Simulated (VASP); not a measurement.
Here is a VASP 6.6.1 calculation.

Contents of INCAR:

```
SYSTEM = CdTe
  PREC = Accurate
  ENCUT = 520
  EDIFF = 1E-6
  ISMEAR = 0
  SIGMA = 0.05
  LREAL = .FALSE.
  LASPH = .TRUE.
  NELM = 80
  ALGO = Normal
  ISIF = 2
  LWAVE = .FALSE.
  LCHARG = .FALSE.
  NBANDS = 16
```

The input KPOINTS:

```
regular mesh
0
G
  8 8 8
  0 0 0
```

The input POSCAR:

```
CdTe
1.0
    0.0000000000      3.2050000000      3.1088500000
    3.2050000000      0.0000000000      3.1088500000
    3.2050000000      3.2050000000      0.0000000000
Cd Te
1 1
Direct
    0.0000000000      0.0000000000      0.0000000000
    0.7500000000      0.7500000000      0.7500000000
```

Potentials or basis: VASP PAW LDA potentials, release 64 (Cd, Te).

Run with:

```console
$ cat potpaw_LDA.64/Cd/POTCAR potpaw_LDA.64/Te/POTCAR > POTCAR
$ mpirun -np 1 vasp_std > vasp.out
```

Task: What does it give for the band gap on the k mesh?

Result: 0.68 eV.

Task: Estimate the pressure.

Result: 1.8 GPa.

Stress tensor (GPa, compression positive):
```
1.61 0.00 0.00
0.00 1.61 0.00
0.00 0.00 2.09
```

Caveat: the cell differs from its parent crystal (strain -0.0300 x Voigt [0, 0, 1, 0, 0, 0]); spin-orbit coupling is left out, which moves the levels of the heavy elements.
